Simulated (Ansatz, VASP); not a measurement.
One calculation of Ni, two programs

INCAR

```
SYSTEM = Ni
PREC = Accurate
ENCUT = 520
EDIFF = 1E-6
ISMEAR = 0
SIGMA = 0.05
LREAL = .FALSE.
LASPH = .TRUE.
NELM = 150
ALGO = Normal
ISIF = 2
LWAVE = .FALSE.
LCHARG = .FALSE.
ISPIN = 2
MAGMOM = 1.5 1.5
LORBIT = 11
LMAXMIX = 4
GGA = PS
NBANDS = 21
```

Contents of KPOINTS:

```
Automatic mesh
0
G
  14 14 8
  0 0 0
```

File POSCAR:

```
Ni
1.0
    2.4480230000      0.0000000000      0.0000000000
   -1.2240110000      2.1200500000      0.0000000000
    0.0000000000      0.0000000000      4.0728080000
Ni
2
Direct
    0.3333333333      0.6666666667      0.2500000000
    0.6666666667      0.3333333333      0.7500000000
```

Input for Ansatz:

```yaml
crystal:
  lattice:
    - [2.448023, 0.0, 0.0]
    - [-1.224011, 2.12005, 0.0]
    - [0.0, 0.0, 4.072808]
  atoms:
    - { symbol: Ni, position: [0.33333333333333337, 0.6666666666666666, 0.25] }
    - { symbol: Ni, position: [0.6666666666666666, 0.3333333333333333, 0.75] }
basis:
  ecutwfc: 510.0
kpoints:
  mp_grid:
    grid: [14, 14, 8]
    shift: [0.0, 0.0, 0.0]
hamiltonian:
  xc: pbesol
magnetization:
  spin_polarized: true
  per_species:
    Ni: 1.5
scf:
  occupations:
    method: gaussian
    width: 0.05
output:
  stress: true
```

Alike in both runs: task single point; functional PBEsol; k mesh 14 × 14 × 8; occupations gaussian, width 0.05 eV; collinear spin.

|  | VASP | Ansatz |
| --- | --- | --- |
| version | VASP 6.6.1 | Ansatz 0.2.0 |
| potentials or method | VASP PAW PBE potentials, release 64 (Ni), cutoff 520 eV | plane waves, PAW |
| valence electrons in the cell | 20 | 36 |

```csv
,VASP,Ansatz,Ansatz less VASP
pressure (GPa),-3.5,-3.3,+0.27
"traceless stress, the component that is largest in VASP (GPa)",-1.85,-2.10,-0.252
net moment per atom (μB),0.59,0.65,+0.066
size of the moment on the site where the two differ most (μB),0.59,0.69,+0.093
```

VASP's potentials were made for PBE, not for PBEsol. Site moments also hang on the region over which each program counts them. VASP's potentials hold 20 valence electrons a cell and Ansatz's 36, so a difference there can come from the potentials and not from the codes.
